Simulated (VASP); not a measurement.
LaS, 2 atoms in the cell. The structure is cubic, space group Fm-3m (No. 225). Conventional cell: a = 5.850 Å, b = 5.850 Å, c = 5.850 Å, α = 90.00°, β = 90.00°, γ = 90.00°. La (site symmetry m-3m) has 6 S at 2.92 Å within 3.9 Å. Within 3.9 Å of S (site symmetry m-3m) lie 6 La at 2.92 Å. 

| Quantity | Value |
| --- | --- |
| Program | VASP 6.6.1 |
| Task | relaxation of cell and atoms |
| Functional | LDA |
| Potentials or basis | VASP PAW LDA potentials, release 64 (La, S) |
| Cutoff | 600 eV |
| k mesh | 20 × 20 × 20 |
| Occupations | fermi-dirac, width 0.05 eV |
| Spin | no spin polarisation |
| Dipole correction | no |
| Further INCAR settings | ALGO = Normal; EDIFF = 1e-06; IBRION = 2; EDIFFG = -0.005; NSW = 80; ISIF = 3 |

Potentials or basis: VASP PAW LDA potentials, release 64 (La, S).

Command:

```sh
$ cat potpaw_LDA.64/La/POTCAR potpaw_LDA.64/S/POTCAR > POTCAR
$ mpirun -np 1 vasp_std > vasp.out
```

Hardware: 1 thread of Intel(R) Xeon(R) 6975P-C (Granite Rapids), with other jobs on the host.

Estimate the wall time of this run.

Run time: 4.4 min on 1 thread of Intel(R) Xeon(R) 6975P-C (Granite Rapids), on a shared host, peak memory 0.4 GiB. Counts: scf iterations 39, k points 256, ion steps 5.
